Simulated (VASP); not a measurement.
Crystal: MgO.

```
Mg O
1.0
     0.00000    2.30616    2.30616
     2.30616    0.00000    2.30616
     2.30616    2.30616    0.00000
Mg O
1 1
Direct
  0.50000 0.50000 0.50000
  0.75000 0.75000 0.75000
```

```yaml
Program: VASP 6.6.1
Task: relaxation of cell and atoms
Functional: r2SCAN
Dispersion: D3(BJ)
Potentials_or_basis: VASP PAW PBE potentials, release 64 (Mg, O)
Cutoff: 600 eV
k_mesh: 10 × 10 × 10
Occupations: fermi-dirac, width 0.05 eV
Spin: no spin polarisation
```

At the start: pressure -5.9 GPa; volume 12.27 Å³/atom.

Q: How do energy, volume and symmetry change on relaxing?

A: Over 3 steps the energy falls by 11.2 meV/atom and the volume is 11.68 Å³/atom (-4.8 %); space group F-43m (No. 216, to 0.05 Å).

The path:
```tsv
step	energy change (eV)	largest force (eV/Å)	pressure (GPa)	volume (Å³)
1	0.0000	0.0000	-5.86	24.53
2	-0.0198	0.0000	2.29	22.97
3	-0.0225	0.0000	0.02	23.35
```

Final structure:
```
Mg O
1.0
     0.00000    2.26868    2.26868
     2.26868    0.00000    2.26868
     2.26868    2.26868    0.00000
Mg O
1 1
Direct
  0.50000 0.50000 0.50000
  0.75000 0.75000 0.75000
```

Caveat: the PAW data sets were made with another functional, which shifts forces and pressure a little.
